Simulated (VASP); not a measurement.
# Si in VASP: single point with PBEsol

Aim: the single point of Si with PBEsol.

Program: VASP 6.6.1. These are calculated values, not measurements. Logs are shortened: lines on timing, memory, paths and dates and some standing lists are left out, and cuts for length are marked.

## (1) The cell of the first run

The typed cell holds 8 atoms: a = 7.648 Å, b = 3.830 Å, c = 6.321 Å, α = 90.00°, β = 90.00°, γ = 120.05°.

## (2) Single point, PBEsol

The input, INCAR:

```
SYSTEM = Si
  PREC = Accurate
  ENCUT = 520
  EDIFF = 1E-6
  ISMEAR = -1
  SIGMA = 0.05
  LREAL = .False.
  LASPH = .True.
  NELM = 100
  ALGO = Normal
  ISIF = 2
  LWAVE = .False.
  LCHARG = .False.
  GGA = PS
  NBANDS = 26
```

The input, KPOINTS:

```
regular mesh
0
Gamma
  6 6 4
  0 0 0
```

The input, POSCAR:

```
Si
1.0
    7.6478114833     -0.0064240193      0.0001140136
   -1.9147796814      3.3167413544      0.0000595751
    0.0000551358      0.0001433933      6.3214060461
Si
8
Direct
    0.1705425911      0.6754791281     -0.0109242701
    0.3369601784      0.3416362240      0.4890759000
    0.1705475978      0.6752497511      0.3632063405
    0.3369564845      0.3418727008      0.8632059146
    0.6705328133      0.6752208835     -0.0109321375
    0.8369611318      0.3421186492      0.4890727667
    0.6705480499      0.6757235660      0.3632026413
    0.8369616003      0.3416346953      0.8632117822
```

Potentials or basis: VASP PAW PBE potentials, release 64 (Si).

Command:

```
$ cat potpaw_PBE.64/Si/POTCAR > POTCAR
$ mpirun -np 1 vasp_std > vasp.out
```

OUTCAR:

```text
SYSTEM = Si
   PREC = Accurate
   ENCUT = 520
   EDIFF = 1E-6
   ISMEAR = -1
   LREAL = .False.
   LASPH = .True.
   NELM = 100
   ISIF = 2
   GGA = PS

 ion  position               nearest neighbor table
   1  0.171  0.675  0.989-   8 2.35   4 2.35   4 2.35   3 2.37
   2  0.337  0.342  0.489-   7 2.35   3 2.35   3 2.35   4 2.37
   3  0.171  0.675  0.363-   6 2.35   2 2.35   2 2.35   1 2.37
   4  0.337  0.342  0.863-   5 2.35   1 2.35   1 2.35   2 2.37
   5  0.671  0.675  0.989-   4 2.35   8 2.35   8 2.35   7 2.37
   6  0.837  0.342  0.489-   3 2.35   7 2.35   7 2.35   8 2.37
   7  0.671  0.676  0.363-   2 2.35   6 2.35   6 2.35   5 2.37
   8  0.837  0.342  0.863-   1 2.35   5 2.35   5 2.35   6 2.37

  LATTYP: Found a triclinic cell.
 ALAT       =     9.1536771381
 B/A-ratio  =     0.7232186320
 C/A-ratio  =     1.4431390555
 COS(alpha) =     0.0000206124
 COS(beta)  =     0.6609426060
 COS(gamma) =     0.7232497896

  Lattice vectors:

 A1 = (  -5.7330869377,  -3.3104607284,  -6.3215796348)
 A2 = (  -5.7330318019,  -3.3103173351,  -0.0001735887)
 A3 = (  -1.9148899530,   3.3164545678, -12.6427525171)

Analysis of symmetry for initial positions (statically):
=====================================================================
 Subroutine PRICEL returns:
 Original cell was already a primitive cell.

 Routine SETGRP: Setting up the symmetry group for a
 triclinic supercell.

 Subroutine GETGRP returns: Found  1 space group operations
 (whereof  1 operations were pure point group operations)
 out of a pool of  2 trial point group operations.

The static configuration has the point symmetry C_1 .

Analysis of symmetry for dynamics (positions and initial velocities):
=====================================================================
 Subroutine PRICEL returns:
 Original cell was already a primitive cell.

 Routine SETGRP: Setting up the symmetry group for a
 triclinic supercell.

 Subroutine GETGRP returns: Found  1 space group operations
 (whereof  1 operations were pure point group operations)
 out of a pool of  2 trial point group operations.

The dynamic configuration has the point symmetry C_1 .

 Subroutine INISYM returns: Found  1 space group operations
 (whereof  1 operations are pure point group operations),
 and found     1 'primitive' translations

----------------------------------------------------------------------------------------

                                     Primitive cell

  volume of cell :     160.2698

  direct lattice vectors                    reciprocal lattice vectors
     7.647811483 -0.006424019  0.000114014     0.130819799  0.075523252 -0.000002854
    -1.914779681  3.316741354  0.000059575     0.000253378  0.301647025 -0.000006845
     0.000055136  0.000143393  6.321406046    -0.000002362 -0.000004205  0.158192654

  length of vectors
     7.647814182  3.829772114  6.321406048     0.151054896  0.301647132  0.158192654

  position of ions in fractional coordinates (direct lattice)
     0.170542591  0.675479128  0.989075730
     0.336960178  0.341636224  0.489075900
     0.170547598  0.675249751  0.363206340
     0.336956484  0.341872701  0.863205915
     0.670532813  0.675220884  0.989067863
     0.836961132  0.342118649  0.489072767
     0.670548050  0.675723566  0.363202641
     0.836961600  0.341634695  0.863211782

  ion indices of the primitive-cell ions
   primitive index   ion index
                 1           1
                 2           2
                 3           3
                 4           4
                 5           5
                 6           6
                 7           7
                 8           8

----------------------------------------------------------------------------------------

 KPOINTS: regular mesh

Automatic generation of k-mesh.
 Grid dimensions read from file:
 generate k-points for:    6    6    4

 Generating k-lattice:

  Cartesian coordinates                     Fractional coordinates (reciprocal lattice)
     0.021803300  0.012587209 -0.000000476     0.166666667  0.000000000 -0.000000000
     0.000042230  0.050274504 -0.000001141    -0.000000000  0.166666667  0.000000000
    -0.000000590 -0.000001051  0.039548164     0.000000000  0.000000000  0.250000000

  Length of vectors
     0.025175816  0.050274522  0.039548164

  Shift w.r.t. Gamma in fractional coordinates (k-lattice)
     0.000000000  0.000000000  0.000000000

 Subroutine IBZKPT returns following result:
 ===========================================

 Found     76 irreducible k-points:

 Following reciprocal coordinates:
            Coordinates               Weight
  0.000000  0.000000  0.000000      1.000000
  0.166667  0.000000  0.000000      2.000000
  0.333333  0.000000  0.000000      2.000000
  0.500000  0.000000  0.000000      1.000000
  0.000000  0.166667  0.000000      2.000000
  0.166667  0.166667  0.000000      2.000000
[... 16 lines left out ...]
  0.333333  0.000000  0.250000      2.000000
  0.500000  0.000000  0.250000      2.000000
 [... further k-points ...]
   k-points           NKPTS =     76   k-points in BZ     NKDIM =     76   number of bands    NBANDS=     26
   number of dos      NEDOS =    301   number of ions     NIONS =      8
   total plane-waves  NPLWV =  80640
   dimension x,y,z NGX =    60 NGY =   28 NGZ =   48
   dimension x,y,z NGXF=   120 NGYF=   56 NGZF=   96
   ions per type =               8
   NGX,Y,Z   is equivalent  to a cutoff of  13.04, 12.15, 12.62 a.u.
   NGXF,Y,Z  is equivalent  to a cutoff of  26.09, 24.31, 25.25 a.u.
 SYSTEM =  Si
   PREC   = accura    normal or accurate (medium, high low for compatibility)
   ISTART =      0    job   : 0-new  1-cont  2-samecut
   ICHARG =      2    charge: 1-file 2-atom 10-const
   ISPIN  =      1    spin polarized calculation?
   LNONCOLLINEAR =      F non collinear calculations
   LSORBIT =      F    spin-orbit coupling
   LASPH  =      T    aspherical Exc in radial PAW
   ENCUT  =  520.0 eV  38.22 Ry    6.18 a.u.  14.22  7.12 11.75*2*pi/ulx,y,z
   NELM   =    100;   NELMIN=  2; NELMDL= -5     # of ELM steps
   EDIFF  = 0.1E-05   stopping-criterion for ELM
   LREAL  =      F    real-space projection
   EDIFFG = 0.1E-04   stopping-criterion for IOM
   NSW    =      0    number of steps for IOM
   IBRION =     -1    ionic relax: 0-MD 1-quasi-New 2-CG
   NFREE  =      0    steps in history (QN), initial steepest desc. (CG)
   ISIF   =      2    stress and relaxation
   ISYM   =      2    0-nonsym 1-usesym 2-fastsym
   POTIM  = 0.5000    time-step for ionic-motion
   TEBEG  =    0.0;   TEEND  =   0.0 temperature during run
   PSTRESS=    0.0 pullay stress
   NELECT =      32.0000    total number of electrons
   NUPDOWN=      -1.0000    fix difference up-down
   EMIN   =  10.00;   EMAX   =-10.00  energy-range for DOS
   EFERMI =   0.00;   METHOD = LEGACY
   ISMEAR =    -1;   SIGMA  =   0.05  broadening in eV -4-tet -1-fermi 0-gaus
   EFERMI_NEDOS =   21; number of points for ismear=-14 and -15
   IALGO  =     38    algorithm
   IMIX   =      4    mixing-type and parameters
     AMIX     =   0.40;   BMIX     =  1.00
     AMIX_MAG =   1.60;   BMIX_MAG =  1.00
  volume/ion in A,a.u.               =      20.03       135.19
  Fermi-wavevector in a.u.,A,eV,Ry     =   0.956843  1.808172 12.456806  0.915549
  Thomas-Fermi vector in A             =   2.085808
   LORBIT       =      0    0 simple, 1 ext, 2 COOP (PROOUT), +10 PAW based schemes
   GGA     = PS    functional components
   LHFCALC =     F    Hartree Fock is set to
   AEXX    =    0.0000 exact exchange contribution
   IVDW    =     0    specifies the selected vdW correction
   LEPSILON=     F    determine dielectric tensor
   LRPA    =     F    only Hartree local field effects (RPA)
 non-spin polarized calculation
  energy-cutoff  :      520.00
  volume of cell :      160.27
 maximum number of plane-waves:      4352
 NGX is ok and might be reduce to    60
   NGX = 29   NGY = 15   NGZ = 23

 number of electron      32.0000000 magnetization

 Free energy of the ion-electron system (eV)
  ---------------------------------------------------
  ext. energy  EPLUGINS =         0.00000000
  ---------------------------------------------------
  free energy    TOTEN  =       -45.88079494 eV

  energy without entropy =      -45.87992016  energy(sigma->0) =      -45.88035755

 E-fermi :   6.1706     XC(G=0):  -9.5455

 val. band max:        6.0522957052   @ k =   0.0000   0.0000   0.0000
 cond. band min:       6.3127160699   @ k =   0.0000   0.0000   0.0000
 fundamental gap:      0.2604203647
 Fermi energy:         6.1706300596

 k-point     1 :       0.0000    0.0000    0.0000
  band No.  band energies     occupation
      1      -6.2165      2.00000
      2      -4.0033      2.00000
      3      -3.9030      2.00000
      4      -2.4387      2.00000
      5      -1.5965      2.00000
      6      -1.2427      2.00000
[... 18 lines left out ...]
     25       9.5622      0.00000
     26      10.1674      0.00000

 k-point     2 :       0.1667    0.0000    0.0000
  band No.  band energies     occupation
      1      -6.1349      2.00000
      2      -4.3656      2.00000
      3      -3.8198      2.00000
      4      -2.0121      2.00000
      5      -1.9886      2.00000
      6      -1.1967      2.00000
[... 18 lines left out ...]
     25       9.7834      0.00000
     26      10.1033      0.00000

 k-point     3 :       0.3333    0.0000    0.0000
  band No.  band energies     occupation
      1      -5.8920      2.00000
      2      -4.9650      2.00000
      3      -3.5720      2.00000
      4      -2.6179      2.00000
      5      -1.3375      2.00000
      6      -1.0853      2.00000
[... 572 lines left out ...]
 k-point    23 :       0.3333    0.0000    0.2500
  band No.  band energies     occupation
      1      -5.6899      2.00000
      2      -4.7671      2.00000
      3      -4.2125      2.00000
      4      -3.3109      2.00000
      5      -0.7286      2.00000
      6      -0.1069      2.00000
[... 18 lines left out ...]
     25       9.8941      0.00000
     26      10.5033      0.00000

 k-point    24 :       0.5000    0.0000    0.2500
  band No.  band energies     occupation
      1      -5.2948      2.00000
      2      -5.2946      2.00000
      3      -3.8220      2.00000
      4      -3.8218      2.00000
      5      -0.1764      2.00000
      6      -0.1762      2.00000
[... 18 lines left out ...]
     25      10.9036      0.00000
     26      10.9040      0.00000

 [... further k-points ...]
[... 5 lines left out ...]
  --------------------------------------------------------------------------------------
  -------------------------------------------------------------------------------------
  Total        0.1232678      0.1110773      0.0995694      0.0020665     -0.0024195     -0.0008955
  in kB        1.2322771      1.1104115      0.9953707      0.0206582     -0.0241868     -0.0089517
  external PRESSURE =       1.1126864 kB  Pullay stress =       0.0000000 kB

 VOLUME and BASIS-vectors are now :
 -----------------------------------------------------------------------------
  energy-cutoff  :      520.00
  volume of cell :      160.27
      direct lattice vectors                 reciprocal lattice vectors
     7.647811483 -0.006424019  0.000114014     0.130819799  0.075523252 -0.000002854
    -1.914779681  3.316741354  0.000059575     0.000253378  0.301647025 -0.000006845
     0.000055136  0.000143393  6.321406046    -0.000002362 -0.000004205  0.158192654

 POSITION                                       TOTAL-FORCE (eV/Angst)
 -----------------------------------------------------------------------------------
      0.01094      2.23944      6.25241         0.000002     -0.001011      0.000700
      1.92288      1.13102      3.09171        -0.000243      0.001236      0.000413
      0.01138      2.23859      2.29603        -0.000483      0.000309     -0.000516
      1.92242      1.13186      5.45673         0.000196      0.000191     -0.000773
      3.83526      2.23537      6.25242        -0.000165      0.000561      0.001000
      5.74587      1.12941      3.09174         0.000828     -0.000991      0.000880
      3.83438      2.23694      2.29607         0.000253     -0.001310     -0.000573
      5.74682      1.12786      5.45683        -0.000388      0.001016     -0.001131
 -----------------------------------------------------------------------------------
    total drift:                               -0.000000      0.000005     -0.000024

  FREE ENERGIE OF THE ION-ELECTRON SYSTEM (eV)
  ---------------------------------------------------
  free  energy   TOTEN  =       -45.8807949442 eV

  energy  without entropy=      -45.8799201606  energy(sigma->0) =      -45.88035755
```

Run time: 3.2 min. Hardware: 1 thread of Intel Xeon 6975P-C, shared host; peak memory 0.39 GiB.

What came out:

| Item | Value |
| --- | --- |
| Free energy | -45.8808 eV |
| Pressure | 0.1 GPa |
| Band gap on the k mesh | 0.26 eV |

Caveat: the PAW data sets were made with another functional, which shifts forces and pressure a little.
